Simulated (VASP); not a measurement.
Write the native input for VASP 6.6.1 that does the following.

* Task: single point
* Functional: LDA
* Potentials or basis: VASP PAW LDA potentials, release 64 (Mg)
* Cutoff: 520 eV
* k mesh: 6 × 6 × 4
* Occupations: gaussian, width 0.1 eV
* Spin: no spin polarisation
* Dipole correction: no
* Further INCAR settings: ALGO = Normal; EDIFF = 1e-06; NBANDS = 9

The structure of Mg lies in POSCAR:

```
Mg
1.0
    3.2093000000      0.0000000000      0.0000000000
   -1.6046500000      2.7793353284      0.0000000000
    0.0000000000      0.0000000000      5.2103000000
Mg
2
Direct
    0.3333333333      0.6666666667      0.2500000000
    0.6666666667      0.3333333333      0.7500000000
```

These files were run (other wordings do the same):

INCAR

```
SYSTEM = Mg
PREC = Accurate
ENCUT = 520
EDIFF = 1E-6
ISMEAR = 0
SIGMA = 0.1
LREAL = .False.
LASPH = .True.
NELM = 80
ALGO = Normal
ISIF = 2
LWAVE = .False.
LCHARG = .True.
LELF = .True.
LVHAR = .True.
NBANDS = 9
```

KPOINTS

```
Automatic mesh
0
Gamma
  6 6 4
  0 0 0
```

Potentials or basis: VASP PAW LDA potentials, release 64 (Mg).

The run is started by

```console
$ cat potpaw_LDA.64/Mg/POTCAR > POTCAR
$ mpirun -np 1 vasp_std > vasp.out
```

It gave:

| Quantity | Value |
| --- | --- |
| Pressure | -2.8 GPa |
| Band gap on the k mesh | zero (band 2 reaches 2.76 eV, above the bottom of band 3 at 1.13 eV) |

Caveat: the k points lie up to 0.38 Å⁻¹ apart.

Wall time 2.7 s on 1 thread of Intel(R) Xeon(R) 6975P-C (Granite Rapids) (shared host), peak memory 0.13 GiB.
